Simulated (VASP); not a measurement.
# Ge4P (F-43m) in VASP: a series of runs

Runs on Ge4P. Level: PBE. Tasks: relaxation of cell and atoms.

All numbers are computed with VASP 6.6.1; they aren't measurements. Logs are shortened: lines on timing, memory, paths and dates and some standing lists are left out, and cuts for length are marked.

## Step 1: The cell of the first run

The structure is cubic, space group F-43m (No. 216). The conventional cell has a = 7.226 Å, b = 7.226 Å, c = 7.226 Å, α = 90.00°, β = 90.00°, γ = 90.00°. Ge (site symmetry 3m) has 6 Ge at 2.44 to 2.67 Å and 3 P at 2.98 Å within 3.2 Å. Within 3.9 Å of P (site symmetry -43m) lie 12 Ge at 2.98 Å.

The cell was generated, and may not be a known phase.

## Step 2: Relaxation of cell and atoms, PBE

The input, INCAR:

```
SYSTEM = Ge4P
PREC = Accurate ; ENCUT = 600
EDIFF = 1E-6 ; ISMEAR = 0
SIGMA = 0.1 ; LREAL = .False.
LASPH = .True. ; NELM = 100
ALGO = Normal ; ISIF = 3
LWAVE = .False. ; LCHARG = .False.
GGA = PE ; IBRION = 2
NSW = 90 ; EDIFFG = -0.04
```

The input, KPOINTS:

```
regular mesh
0
Gamma
  4 4 4
  0 0 0
```

The input, POSCAR:

```
Ge4P
1.0
    0.0000000000      3.6131708100      3.6131708100
    3.6131708100      0.0000000000      3.6131708100
    3.6131708100      3.6131708100      0.0000000000
Ge P
4 1
Direct
    0.8804454800      0.8804454800      0.8804454800
    0.8804454800      0.8804454800      0.3586635500
    0.8804454800      0.3586635500      0.8804454800
    0.3586635500      0.8804454800      0.8804454800
    0.2500000000      0.2500000000      0.2500000000
```

Potentials or basis: VASP PAW PBE potentials, release 64 (Ge_d, P).

On the command line:

```console
cat potpaw_PBE.64/Ge_d/POTCAR potpaw_PBE.64/P/POTCAR > POTCAR
mpirun -np 1 vasp_std > vasp.out
```

OUTCAR:

```text
SYSTEM = Ge4P
   PREC = Accurate
   ENCUT = 600
   EDIFF = 1E-6
   ISMEAR = 0
   LREAL = .False.
   LASPH = .True.
   NELM = 100
   ISIF = 3
   GGA = PE
   IBRION = 2
   NSW = 90
   EDIFFG = -0.04

 ion  position               nearest neighbor table
   1  0.880  0.880  0.880-   2 2.44   3 2.44   4 2.44   2 2.67   3 2.67   4 2.67
   2  0.880  0.880  0.359-   1 2.44   3 2.44   4 2.44   1 2.67   3 2.67   4 2.67
   3  0.880  0.359  0.880-   1 2.44   2 2.44   4 2.44   2 2.67   1 2.67   4 2.67
   4  0.359  0.880  0.880-   1 2.44   2 2.44   3 2.44   1 2.67   2 2.67   3 2.67
   5  0.250  0.250  0.250-

  LATTYP: Found a face centered cubic cell.
 ALAT       =     7.2263416200

  Lattice vectors:

 A1 = (   0.0000000000,   3.6131708100,   3.6131708100)
 A2 = (   3.6131708100,   0.0000000000,   3.6131708100)
 A3 = (   3.6131708100,   3.6131708100,   0.0000000000)

Analysis of symmetry for initial positions (statically):
=====================================================================
 Subroutine PRICEL returns:
 Original cell was already a primitive cell.

 Routine SETGRP: Setting up the symmetry group for a
 face centered cubic supercell.

 Subroutine GETGRP returns: Found 24 space group operations
 (whereof 24 operations were pure point group operations)
 out of a pool of 48 trial point group operations.

The static configuration has the point symmetry T_d .

Analysis of symmetry for dynamics (positions and initial velocities):
=====================================================================
 Subroutine PRICEL returns:
 Original cell was already a primitive cell.

 Routine SETGRP: Setting up the symmetry group for a
 face centered cubic supercell.

 Subroutine GETGRP returns: Found 24 space group operations
 (whereof 24 operations were pure point group operations)
 out of a pool of 48 trial point group operations.

The dynamic configuration has the point symmetry T_d .

 Subroutine INISYM returns: Found 24 space group operations
 (whereof 24 operations are pure point group operations),
 and found     1 'primitive' translations

----------------------------------------------------------------------------------------

                                     Primitive cell

  volume of cell :      94.3399

  direct lattice vectors                    reciprocal lattice vectors
     0.000000000  3.613170810  3.613170810    -0.138382608  0.138382608  0.138382608
     3.613170810  0.000000000  3.613170810     0.138382608 -0.138382608  0.138382608
     3.613170810  3.613170810  0.000000000     0.138382608  0.138382608 -0.138382608

  length of vectors
     5.109795163  5.109795163  5.109795163     0.239685708  0.239685708  0.239685708

  position of ions in fractional coordinates (direct lattice)
     0.880445480  0.880445480  0.880445480
     0.880445480  0.880445480  0.358663550
     0.880445480  0.358663550  0.880445480
     0.358663550  0.880445480  0.880445480
     0.250000000  0.250000000  0.250000000

  ion indices of the primitive-cell ions
   primitive index   ion index
                 1           1
                 2           2
                 3           3
                 4           4
                 5           5

----------------------------------------------------------------------------------------

 KPOINTS: regular mesh

Automatic generation of k-mesh.
 Grid dimensions read from file:
 generate k-points for:    4    4    4

 Generating k-lattice:

  Cartesian coordinates                     Fractional coordinates (reciprocal lattice)
    -0.034595652  0.034595652  0.034595652     0.250000000  0.000000000  0.000000000
     0.034595652 -0.034595652  0.034595652     0.000000000  0.250000000  0.000000000
     0.034595652  0.034595652 -0.034595652     0.000000000  0.000000000  0.250000000

  Length of vectors
     0.059921427  0.059921427  0.059921427

  Shift w.r.t. Gamma in fractional coordinates (k-lattice)
     0.000000000  0.000000000  0.000000000

 Subroutine IBZKPT returns following result:
 ===========================================

 Found      8 irreducible k-points:

 Following reciprocal coordinates:
            Coordinates               Weight
  0.000000  0.000000  0.000000      1.000000
  0.250000  0.000000  0.000000      8.000000
  0.500000  0.000000  0.000000      4.000000
  0.250000  0.250000  0.000000      6.000000
  0.500000  0.250000  0.000000     24.000000
 -0.250000  0.250000  0.000000     12.000000
  0.500000  0.500000  0.000000      3.000000
 -0.250000  0.500000  0.250000      6.000000
   k-points           NKPTS =      8   k-points in BZ     NKDIM =      8   number of bands    NBANDS=     36
   number of dos      NEDOS =    301   number of ions     NIONS =      5
   total plane-waves  NPLWV =  74088
   dimension x,y,z NGX =    42 NGY =   42 NGZ =   42
   dimension x,y,z NGXF=    84 NGYF=   84 NGZF=   84
   ions per type =               4   1
   NGX,Y,Z   is equivalent  to a cutoff of  13.66, 13.66, 13.66 a.u.
   NGXF,Y,Z  is equivalent  to a cutoff of  27.33, 27.33, 27.33 a.u.
 SYSTEM =  Ge4P
   PREC   = accura    normal or accurate (medium, high low for compatibility)
   ISTART =      0    job   : 0-new  1-cont  2-samecut
   ICHARG =      2    charge: 1-file 2-atom 10-const
   ISPIN  =      1    spin polarized calculation?
   LNONCOLLINEAR =      F non collinear calculations
   LSORBIT =      F    spin-orbit coupling
   LASPH  =      T    aspherical Exc in radial PAW
   ENCUT  =  600.0 eV  44.10 Ry    6.64 a.u.  10.21 10.21 10.21*2*pi/ulx,y,z
   NELM   =    100;   NELMIN=  2; NELMDL= -5     # of ELM steps
   EDIFF  = 0.1E-05   stopping-criterion for ELM
   LREAL  =      F    real-space projection
   EDIFFG = -.4E-01   stopping-criterion for IOM
   NSW    =     90    number of steps for IOM
   IBRION =      2    ionic relax: 0-MD 1-quasi-New 2-CG
   NFREE  =      1    steps in history (QN), initial steepest desc. (CG)
   ISIF   =      3    stress and relaxation
   ISYM   =      2    0-nonsym 1-usesym 2-fastsym
   POTIM  = 0.5000    time-step for ionic-motion
   TEBEG  =    0.0;   TEEND  =   0.0 temperature during run
   PSTRESS=    0.0 pullay stress
   NELECT =      61.0000    total number of electrons
   NUPDOWN=      -1.0000    fix difference up-down
   EMIN   =  10.00;   EMAX   =-10.00  energy-range for DOS
   EFERMI =   0.00;   METHOD = LEGACY
   ISMEAR =     0;   SIGMA  =   0.10  broadening in eV -4-tet -1-fermi 0-gaus
   EFERMI_NEDOS =   21; number of points for ismear=-14 and -15
   IALGO  =     38    algorithm
   IMIX   =      4    mixing-type and parameters
     AMIX     =   0.40;   BMIX     =  1.00
     AMIX_MAG =   1.60;   BMIX_MAG =  1.00
  volume/ion in A,a.u.               =      18.87       127.33
  Fermi-wavevector in a.u.,A,eV,Ry     =   1.415640  2.675172 27.266589  2.004038
  Thomas-Fermi vector in A             =   2.537058
   LORBIT       =      0    0 simple, 1 ext, 2 COOP (PROOUT), +10 PAW based schemes
   GGA     = PE    functional components
   LHFCALC =     F    Hartree Fock is set to
   AEXX    =    0.0000 exact exchange contribution
   IVDW    =     0    specifies the selected vdW correction
   LEPSILON=     F    determine dielectric tensor
   LRPA    =     F    only Hartree local field effects (RPA)
 conjugate gradient relaxation of ions
 non-spin polarized calculation
 Gauss-broadening in eV      SIGMA  =   0.10
  energy-cutoff  :      600.00
  volume of cell :       94.34
 maximum number of plane-waves:      3178
 NGX is ok and might be reduce to    42
   NGX = 21   NGY = 21   NGZ = 21

--------------------------------------- Ionic step        1  -------------------------------------------

 number of electron      60.9999996 magnetization

 Free energy of the ion-electron system (eV)
  ---------------------------------------------------
  ext. energy  EPLUGINS =         0.00000000
  ---------------------------------------------------
  free energy    TOTEN  =       -18.84254772 eV

  energy without entropy =      -18.80588147  energy(sigma->0) =      -18.82421460

 E-fermi :   6.6938     XC(G=0): -10.7528

 val. band max:        6.6670931160   @ k =   0.5000   0.2500   0.0000
 cond. band min:       6.7731540976   @ k =   0.5000   0.2500   0.0000
 fundamental gap:      0.1060609816
 Fermi energy:         6.6937996196

 k-point     1 :       0.0000    0.0000    0.0000
  band No.  band energies     occupation
      1     -18.6558      2.00000
      2     -18.5133      2.00000
      3     -18.5133      2.00000
      4     -18.5133      2.00000
      5     -18.4966      2.00000
      6     -18.4966      2.00000
[... 759 lines left out ...]
 POSITION                                       TOTAL-FORCE (eV/Angst)
 -----------------------------------------------------------------------------------
      6.67322      6.67322      6.67322         0.141799      0.141799      0.141799
      4.78543      4.78543      6.67322        -0.141799     -0.141799      0.141799
      4.78543      6.67322      4.78543        -0.141799      0.141799     -0.141799
      6.67322      4.78543      4.78543         0.141799     -0.141799     -0.141799
      1.90977      1.90977      1.90977        -0.000000     -0.000000     -0.000000
 -----------------------------------------------------------------------------------
    total drift:                                0.000043      0.000043      0.000043

  FREE ENERGIE OF THE ION-ELECTRON SYSTEM (eV)
  ---------------------------------------------------
  free  energy   TOTEN  =       -20.0154428750 eV

  energy  without entropy=      -19.9725975314  energy(sigma->0) =      -19.99402020

--------------------------------------- Ionic step        5  -------------------------------------------

 number of electron      61.0000024 magnetization

 Free energy of the ion-electron system (eV)
  ---------------------------------------------------
  ext. energy  EPLUGINS =         0.00000000
  ---------------------------------------------------
  free energy    TOTEN  =       -20.02709223 eV

  energy without entropy =      -19.98516574  energy(sigma->0) =      -20.00612899

 E-fermi :   4.8898     XC(G=0):  -9.9111

 val. band max:        4.7233405953   @ k =   0.5000   0.0000   0.0000
 cond. band min:       4.9063862364   @ k =   0.5000   0.2500   0.0000
 fundamental gap:      0.1830456412
 Fermi energy:         4.8897983495

 k-point     1 :       0.0000    0.0000    0.0000
  band No.  band energies     occupation
      1     -20.1926      2.00000
      2     -20.1257      2.00000
      3     -20.1257      2.00000
      4     -20.1257      2.00000
      5     -20.1245      2.00000
      6     -20.1245      2.00000
[... 314 lines left out ...]
 VOLUME and BASIS-vectors are now :
 -----------------------------------------------------------------------------
  energy-cutoff  :      600.00
  volume of cell :      113.16
      direct lattice vectors                 reciprocal lattice vectors
     0.000000000  3.839040961  3.839040961    -0.130240861  0.130240861  0.130240861
     3.839040961  0.000000000  3.839040961     0.130240861 -0.130240861  0.130240861
     3.839040961  3.839040961  0.000000000     0.130240861  0.130240861 -0.130240861

 POSITION                                       TOTAL-FORCE (eV/Angst)
 -----------------------------------------------------------------------------------
      6.71401      6.71401      6.71401         0.017684      0.017684      0.017684
      4.80312      4.80312      6.71401        -0.017684     -0.017684      0.017684
      4.80312      6.71401      4.80312        -0.017684      0.017684     -0.017684
      6.71401      4.80312      4.80312         0.017684     -0.017684     -0.017684
      1.91952      1.91952      1.91952        -0.000000      0.000000      0.000000
 -----------------------------------------------------------------------------------
    total drift:                                0.000044      0.000044      0.000044

  FREE ENERGIE OF THE ION-ELECTRON SYSTEM (eV)
  ---------------------------------------------------
  free  energy   TOTEN  =       -20.0270922336 eV

  energy  without entropy=      -19.9851657402  energy(sigma->0) =      -20.00612899

 reached required accuracy - stopping structural energy minimisation
```

It took 86 s on 1 thread of Intel Xeon 6975P-C (Granite Rapids), shared host; peak memory 0.27 GiB.

What came out:

```yaml
Free_energy: -20.0271 eV
Relaxed_volume: 22.63 Å³/atom
Relaxed_cell: a = 5.429 Å, b = 5.429 Å, c = 5.429 Å, α = 60.00°, β = 60.00°, γ = 60.00°
Space_group_after_relaxing_to_0.1_Å: F-43m (No. 216)
Energy_gained_by_relaxing: 236.9 meV/atom
Ionic_steps: 5
Pressure_after_relaxing: 0.1 GPa
Largest_force_after_relaxing: 0.031 eV/Å
Band_gap_on_the_k_mesh: zero (an odd number of electrons rules out a gap without spin polarisation)
```

Forces on the atoms (eV/Å):
```
Ge   0.018  0.018  0.018
Ge  -0.018 -0.018  0.018
Ge  -0.018  0.018 -0.018
Ge   0.018 -0.018 -0.018
P    0.000  0.000  0.000
```

Step by step:
| step | energy change (eV) | largest force (eV/Å) | pressure (GPa) | volume (Å³) |
| --- | --- | --- | --- | --- |
| 1 | 0.0000 | 2.8683 | 17.14 | 94.34 |
| 2 | -0.8877 | 0.9612 | -3.73 | 124.68 |
| 3 | -1.1731 | 0.2756 | 0.72 | 111.82 |
| 4 | -1.1729 | 0.2456 | 0.91 | 111.45 |
| 5 | -1.1845 | 0.0306 | 0.07 | 113.16 |

Final structure:
```
Ge P
1.0
     0.00000    3.83904    3.83904
     3.83904    0.00000    3.83904
     3.83904    3.83904    0.00000
Ge P
4 1
Direct
  0.87444 0.87444 0.87444
  0.87444 0.87444 0.37669
  0.87444 0.37669 0.87444
  0.37669 0.87444 0.87444
  0.25000 0.25000 0.25000
```

Caveat: the k points lie up to 0.35 Å⁻¹ apart in the final cell, too coarse for converged energies and pressures of a metal; the volume moved by over 15 % at a fixed basis, so the end points are rough.

(Part 1 of 2 ends here.)

The gap in the log of VASP goes by the Fermi energy; the results here count the filled bands.